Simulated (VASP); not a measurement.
Set up this calculation in VASP 6.6.1, as the native input.

- Task: single point
- Functional: PBE
- Potentials or basis: VASP PAW PBE potentials, release 64 (Ba_sv, Ti_sv, O)
- Cutoff: 520 eV
- k mesh: 8 × 8 × 8
- Occupations: gaussian, width 0.05 eV
- Spin: no spin polarisation
- Dipole correction: no
- Further INCAR settings: ALGO = Normal; EDIFF = 1e-06; NBANDS = 28

The structure of BaTiO3 lies in POSCAR:

```
BaTiO3
1.0
    4.0192318615      0.0000000000      0.0000000000
    0.0000000000      4.0192318615      0.0000000000
    0.0000000000      0.0000000000      3.8585100676
Ba Ti O
1 1 3
Direct
    0.0000000000      0.0000000000      0.0000000000
    0.5000000000      0.5000000000      0.5000000000
    0.5000000000      0.5000000000      0.0000000000
    0.5000000000      0.0000000000      0.5000000000
    0.0000000000      0.5000000000      0.5000000000
```

This cell differs from its parent crystal: strain +0.000 along x and y, -0.040 along z.

One way to write it, as run:

INCAR

```
ALGO = Normal
EDIFF = 1E-6
ENCUT = 520
GGA = PE
ISIF = 2
ISMEAR = 0
LASPH = True
LCHARG = True
LELF = True
LREAL = False
LVHAR = True
LWAVE = False
NBANDS = 28
NELM = 80
PREC = Accurate
SIGMA = 0.05
```

KPOINTS

```
k-points
0
Gamma
  8 8 8
```

Potentials or basis: VASP PAW PBE potentials, release 64 (Ba_sv, Ti_sv, O).

Run with:

```console
$ cat potpaw_PBE.64/Ba_sv/POTCAR potpaw_PBE.64/Ti_sv/POTCAR potpaw_PBE.64/O/POTCAR > POTCAR
$ mpirun -np 1 vasp_std > vasp.out
```

It gave:

```yaml
Pressure: 9.7 GPa
Band_gap_on_the_k_mesh: 1.71 eV, indirect (least direct gap 1.83 eV)
```

Caveat: the cell differs from its parent crystal (strain +0.000 along x and y, -0.040 along z); spin-orbit coupling is left out, which moves the levels of the heavy elements.

Wall time 69 s on 1 thread of Intel(R) Xeon(R) 6975P-C (Granite Rapids), on a shared host, peak memory 0.26 GiB.
